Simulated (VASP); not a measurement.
# Ag (Fm-3m) in VASP: a series of runs

Aim: see how the results for Ag move with the level of theory and the settings. Levels: PBE, PBEsol-based screened hybrid, PBEsol. Tasks: relaxation of cell and atoms, single point.

All numbers are computed with VASP 6.6.1; they aren't measurements. Logs are shortened: lines on timing, memory, paths and dates and some standing lists are left out, and cuts for length are marked.

### 1 The cell of the first run

It takes space group Fm-3m (No. 225, cubic). The conventional cell has a = 4.085 Å, b = 4.085 Å, c = 4.085 Å, α = 90.00°, β = 90.00°, γ = 90.00°. Ag (site symmetry m-3m) has 12 Ag at 2.89 Å within 3.8 Å.

### 2 Relaxation of cell and atoms, PBE, target pressure 30 GPa, at which the enthalpy is minimised

INCAR

```
ALGO = Normal
EDIFF = 1E-6
EDIFFG = -0.01
ENCUT = 600
GGA = PE
IBRION = 2
ISIF = 3
ISMEAR = -1
LASPH = True
LCHARG = False
LREAL = False
LWAVE = False
NELM = 100
NSW = 60
PREC = Accurate
PSTRESS = 300.0
SIGMA = 0.05
```

KPOINTS

```
k-points
0
Gamma
  11 11 11
```

POSCAR

```
Ag
1.0
    0.0000000000      2.0427500000      2.0427500000
    2.0427500000      0.0000000000      2.0427500000
    2.0427500000      2.0427500000      0.0000000000
Ag
1
Direct
    0.0000000000      0.0000000000      0.0000000000
```

Potentials or basis: VASP PAW PBE potentials, release 64 (Ag).

Launch:

```sh
cat potpaw_PBE.64/Ag/POTCAR > POTCAR
mpirun -np 1 vasp_std > vasp.out
```

OUTCAR:

```text
EDIFF = 1E-6
   EDIFFG = -0.01
   ENCUT = 600
   GGA = PE
   IBRION = 2
   ISIF = 3
   ISMEAR = -1
   LASPH = True
   LREAL = False
   NELM = 100
   NSW = 60
   PREC = Accurate
   PSTRESS = 300.0

 ion  position               nearest neighbor table
   1  0.000  0.000  0.000-

  LATTYP: Found a face centered cubic cell.
 ALAT       =     4.0855000000

  Lattice vectors:

 A1 = (   0.0000000000,   2.0427500000,   2.0427500000)
 A2 = (   2.0427500000,   0.0000000000,   2.0427500000)
 A3 = (   2.0427500000,   2.0427500000,   0.0000000000)

Analysis of symmetry for initial positions (statically):
=====================================================================
 Subroutine PRICEL returns:
 Original cell was already a primitive cell.

 Routine SETGRP: Setting up the symmetry group for a
 face centered cubic supercell.

 Subroutine GETGRP returns: Found 48 space group operations
 (whereof 48 operations were pure point group operations)
 out of a pool of 48 trial point group operations.

The static configuration has the point symmetry O_h .

Analysis of symmetry for dynamics (positions and initial velocities):
=====================================================================
 Subroutine PRICEL returns:
 Original cell was already a primitive cell.

 Routine SETGRP: Setting up the symmetry group for a
 face centered cubic supercell.

 Subroutine GETGRP returns: Found 48 space group operations
 (whereof 48 operations were pure point group operations)
 out of a pool of 48 trial point group operations.

The dynamic configuration has the point symmetry O_h .

 Subroutine INISYM returns: Found 48 space group operations
 (whereof 48 operations are pure point group operations),
 and found     1 'primitive' translations

----------------------------------------------------------------------------------------

                                     Primitive cell

  volume of cell :      17.0481

  direct lattice vectors                    reciprocal lattice vectors
     0.000000000  2.042750000  2.042750000    -0.244768082  0.244768082  0.244768082
     2.042750000  0.000000000  2.042750000     0.244768082 -0.244768082  0.244768082
     2.042750000  2.042750000  0.000000000     0.244768082  0.244768082 -0.244768082

  length of vectors
     2.888884755  2.888884755  2.888884755     0.423950755  0.423950755  0.423950755

  position of ions in fractional coordinates (direct lattice)
     0.000000000  0.000000000  0.000000000

  ion indices of the primitive-cell ions
   primitive index   ion index
                 1           1

----------------------------------------------------------------------------------------

 KPOINTS: k-points

Automatic generation of k-mesh.
 Grid dimensions read from file:
 generate k-points for:   11   11   11

 Generating k-lattice:

  Cartesian coordinates                     Fractional coordinates (reciprocal lattice)
    -0.022251644  0.022251644  0.022251644     0.090909091  0.000000000  0.000000000
     0.022251644 -0.022251644  0.022251644     0.000000000  0.090909091  0.000000000
     0.022251644  0.022251644 -0.022251644     0.000000000  0.000000000  0.090909091

  Length of vectors
     0.038540978  0.038540978  0.038540978

  Shift w.r.t. Gamma in fractional coordinates (k-lattice)
     0.000000000  0.000000000  0.000000000

 Subroutine IBZKPT returns following result:
 ===========================================

 Found     56 irreducible k-points:

 Following reciprocal coordinates:
            Coordinates               Weight
  0.000000  0.000000  0.000000      1.000000
  0.090909  0.000000  0.000000      8.000000
  0.181818  0.000000  0.000000      8.000000
  0.272727  0.000000  0.000000      8.000000
  0.363636  0.000000  0.000000      8.000000
  0.454545  0.000000  0.000000      8.000000
[... 16 lines left out ...]
 -0.272727  0.181818  0.000000     24.000000
 -0.181818  0.181818  0.000000     12.000000
 [... further k-points ...]
   k-points           NKPTS =     56   k-points in BZ     NKDIM =     56   number of bands    NBANDS=      9
   number of dos      NEDOS =    301   number of ions     NIONS =      1
   total plane-waves  NPLWV =  13824
   dimension x,y,z NGX =    24 NGY =   24 NGZ =   24
   dimension x,y,z NGXF=    48 NGYF=   48 NGZF=   48
   ions per type =               1
   NGX,Y,Z   is equivalent  to a cutoff of  13.81, 13.81, 13.81 a.u.
   NGXF,Y,Z  is equivalent  to a cutoff of  27.62, 27.62, 27.62 a.u.
 SYSTEM =  unknown system
   PREC   = accura    normal or accurate (medium, high low for compatibility)
   ISTART =      0    job   : 0-new  1-cont  2-samecut
   ICHARG =      2    charge: 1-file 2-atom 10-const
   ISPIN  =      1    spin polarized calculation?
   LNONCOLLINEAR =      F non collinear calculations
   LSORBIT =      F    spin-orbit coupling
   LASPH  =      T    aspherical Exc in radial PAW
   ENCUT  =  600.0 eV  44.10 Ry    6.64 a.u.   5.77  5.77  5.77*2*pi/ulx,y,z
   NELM   =    100;   NELMIN=  2; NELMDL= -5     # of ELM steps
   EDIFF  = 0.1E-05   stopping-criterion for ELM
   LREAL  =      F    real-space projection
   EDIFFG = -.1E-01   stopping-criterion for IOM
   NSW    =     60    number of steps for IOM
   IBRION =      2    ionic relax: 0-MD 1-quasi-New 2-CG
   NFREE  =      1    steps in history (QN), initial steepest desc. (CG)
   ISIF   =      3    stress and relaxation
   ISYM   =      2    0-nonsym 1-usesym 2-fastsym
   POTIM  = 0.5000    time-step for ionic-motion
   TEBEG  =    0.0;   TEEND  =   0.0 temperature during run
   PSTRESS=  300.0 pullay stress
   NELECT =      11.0000    total number of electrons
   NUPDOWN=      -1.0000    fix difference up-down
   EMIN   =  10.00;   EMAX   =-10.00  energy-range for DOS
   EFERMI =   0.00;   METHOD = LEGACY
   ISMEAR =    -1;   SIGMA  =   0.05  broadening in eV -4-tet -1-fermi 0-gaus
   EFERMI_NEDOS =   21; number of points for ismear=-14 and -15
   IALGO  =     38    algorithm
   IMIX   =      4    mixing-type and parameters
     AMIX     =   0.40;   BMIX     =  1.00
     AMIX_MAG =   1.60;   BMIX_MAG =  1.00
  volume/ion in A,a.u.               =      17.05       115.05
  Fermi-wavevector in a.u.,A,eV,Ry     =   1.414644  2.673290 27.228221  2.001218
  Thomas-Fermi vector in A             =   2.536165
   LORBIT       =      0    0 simple, 1 ext, 2 COOP (PROOUT), +10 PAW based schemes
   GGA     = PE    functional components
   LHFCALC =     F    Hartree Fock is set to
   AEXX    =    0.0000 exact exchange contribution
   IVDW    =     0    specifies the selected vdW correction
   LEPSILON=     F    determine dielectric tensor
   LRPA    =     F    only Hartree local field effects (RPA)
 conjugate gradient relaxation of ions
 non-spin polarized calculation
  energy-cutoff  :      600.00
  volume of cell :       17.05
 maximum number of plane-waves:       578
   NGX = 11   NGY = 11   NGZ = 11

--------------------------------------- Ionic step        1  -------------------------------------------

 number of electron      10.9999999 magnetization

 Free energy of the ion-electron system (eV)
  ---------------------------------------------------
  ext. energy  EPLUGINS =         0.00000000
  ---------------------------------------------------
  free energy    TOTEN  =        -2.71043407 eV

  energy without entropy =       -2.70761850  energy(sigma->0) =       -2.70902628

 E-fermi :   8.6792     XC(G=0): -12.2124

 val. band max:        8.6414722178   @ k =  -0.4545   0.0909   0.0000
 cond. band min:       8.7336430241   @ k =   0.4545   0.3636   0.0000
 fundamental gap:      0.0921708063
 Fermi energy:         8.6792043436

 k-point     1 :       0.0000    0.0000    0.0000
  band No.  band energies     occupation
      1       0.6622      2.00000
      2       3.6168      2.00000
      3       3.6168      2.00000
      4       3.6168      2.00000
      5       4.6502      2.00000
      6       4.6502      2.00000
      7      24.4557      0.00000
      8      28.0355      0.00000
      9      28.0355      0.00000

 k-point     2 :       0.0909    0.0000    0.0000
  band No.  band energies     occupation
      1       0.9175      2.00000
      2       3.5618      2.00000
      3       3.6851      2.00000
      4       3.6851      2.00000
      5       4.6261      2.00000
      6       4.6261      2.00000
      7      24.4179      0.00000
      8      26.2467      0.00000
      9      28.1356      0.00000

 k-point     3 :       0.1818    0.0000    0.0000
  band No.  band energies     occupation
      1       1.5814      2.00000
      2       3.5285      2.00000
      3       3.8075      2.00000
      4       3.8075      2.00000
      5       4.6355      2.00000
      6       4.6355      2.00000
      7      22.1797      0.00000
      8      25.3203      0.00000
      9      28.2636      0.00000
[... 376 lines left out ...]
 VOLUME and BASIS-vectors are now :
 -----------------------------------------------------------------------------
  energy-cutoff  :      600.00
  volume of cell :       14.77
      direct lattice vectors                 reciprocal lattice vectors
     0.000000000  1.947316827  1.947316827    -0.256763560  0.256763560  0.256763560
     1.947316827 -0.000000000  1.947316827     0.256763560 -0.256763560  0.256763560
     1.947316827  1.947316827 -0.000000000     0.256763560  0.256763560 -0.256763560

 POSITION                                       TOTAL-FORCE (eV/Angst)
 -----------------------------------------------------------------------------------
      3.89463      1.94732      1.94732         0.000000      0.000000     -0.000000
 -----------------------------------------------------------------------------------
    total drift:                                0.000000      0.000000      0.000000

  FREE ENERGIE OF THE ION-ELECTRON SYSTEM (eV)
  ---------------------------------------------------
  free  energy   TOTEN  =        -2.4996482893 eV

  energy  without entropy=       -2.4983409840  energy(sigma->0) =       -2.49899464

  enthalpy is  TOTEN    =         0.2657043322 eV   P V=        2.7653526215

--------------------------------------- Ionic step        5  -------------------------------------------

 number of electron      11.0000001 magnetization

 Free energy of the ion-electron system (eV)
  ---------------------------------------------------
  ext. energy  EPLUGINS =         0.00000000
  ---------------------------------------------------
  free energy    TOTEN  =        -2.48690522 eV

  energy without entropy =       -2.48560959  energy(sigma->0) =       -2.48625740

 E-fermi :  10.8432     XC(G=0): -13.1211

 val. band max:       10.7010150031   @ k =  -0.4545   0.0909   0.0000
 cond. band min:      10.9473918013   @ k =   0.4545   0.3636   0.0000
 fundamental gap:      0.2463767982
 Fermi energy:        10.8431535403

 k-point     1 :       0.0000    0.0000    0.0000
  band No.  band energies     occupation
      1       1.7459      2.00000
      2       5.2561      2.00000
      3       5.2561      2.00000
      4       5.2561      2.00000
      5       6.5983      2.00000
      6       6.5983      2.00000
      7      26.9340      0.00000
      8      31.4007      0.00000
      9      31.4007      0.00000

 k-point     2 :       0.0909    0.0000    0.0000
  band No.  band energies     occupation
      1       2.0343      2.00000
      2       5.1803      2.00000
      3       5.3427      2.00000
      4       5.3427      2.00000
      5       6.5644      2.00000
      6       6.5644      2.00000
      7      27.0864      0.00000
      8      29.5512      0.00000
      9      31.6408      0.00000

 k-point     3 :       0.1818    0.0000    0.0000
  band No.  band energies     occupation
      1       2.7770      2.00000
      2       5.1139      2.00000
      3       5.4981      2.00000
      4       5.4981      2.00000
      5       6.5704      2.00000
      6       6.5704      2.00000
      7      25.6030      0.00000
      8      28.0527      0.00000
      9      32.1694      0.00000
[... 265 lines left out ...]
 VOLUME and BASIS-vectors are now :
 -----------------------------------------------------------------------------
  energy-cutoff  :      600.00
  volume of cell :       14.70
      direct lattice vectors                 reciprocal lattice vectors
     0.000000000  1.944273371  1.944273371    -0.257165483  0.257165483  0.257165483
     1.944273371 -0.000000000  1.944273371     0.257165483 -0.257165483  0.257165483
     1.944273371  1.944273371 -0.000000000     0.257165483  0.257165483 -0.257165483

 POSITION                                       TOTAL-FORCE (eV/Angst)
 -----------------------------------------------------------------------------------
      0.00000      0.00000      0.00000         0.000000      0.000000     -0.000000
 -----------------------------------------------------------------------------------
    total drift:                                0.000000      0.000000      0.000000

  FREE ENERGIE OF THE ION-ELECTRON SYSTEM (eV)
  ---------------------------------------------------
  free  energy   TOTEN  =        -2.4869052185 eV

  energy  without entropy=       -2.4856095893  energy(sigma->0) =       -2.48625740

  enthalpy is  TOTEN    =         0.2655017738 eV   P V=        2.7524069923

 reached required accuracy - stopping structural energy minimisation
```

It took 12 s on 1 thread of Intel Xeon 6975P-C (Granite Rapids), shared host; peak memory 0.15 GiB.

Results:

| Property | Result |
| --- | --- |
| Free energy | -2.4869 eV |
| Relaxed volume | 14.70 Å³/atom |
| Relaxed cell | a = 2.750 Å, b = 2.750 Å, c = 2.750 Å, α = 60.00°, β = 60.00°, γ = 60.00° |
| Space group after relaxing (to 0.05 Å) | Fm-3m (No. 225) |
| Energy change on relaxing (the enthalpy is what falls) | +223.5 meV/atom |
| Ionic steps | 5 |
| Pressure after relaxing | 30.1 GPa |

The path:
```tsv
step	energy change (eV)	largest force (eV/Å)	pressure (GPa)	volume (Å³)
1	0.0000	0.0000	4.23	17.05
2	2.0107	0.0000	161.44	11.14
3	0.1903	0.0000	27.11	14.89
4	0.2108	0.0000	28.91	14.77
5	0.2235	0.0000	30.08	14.70
```

Final structure:
```
Ag
1.0
     0.00000    1.94427    1.94427
     1.94427    0.00000    1.94427
     1.94427    1.94427    0.00000
Ag
1
Cartesian
  0.0000 0.0000 0.0000
```

Caveat: the cell is relaxed towards a set pressure, so the enthalpy falls and the energy may rise.

[end of part 1 of 2]
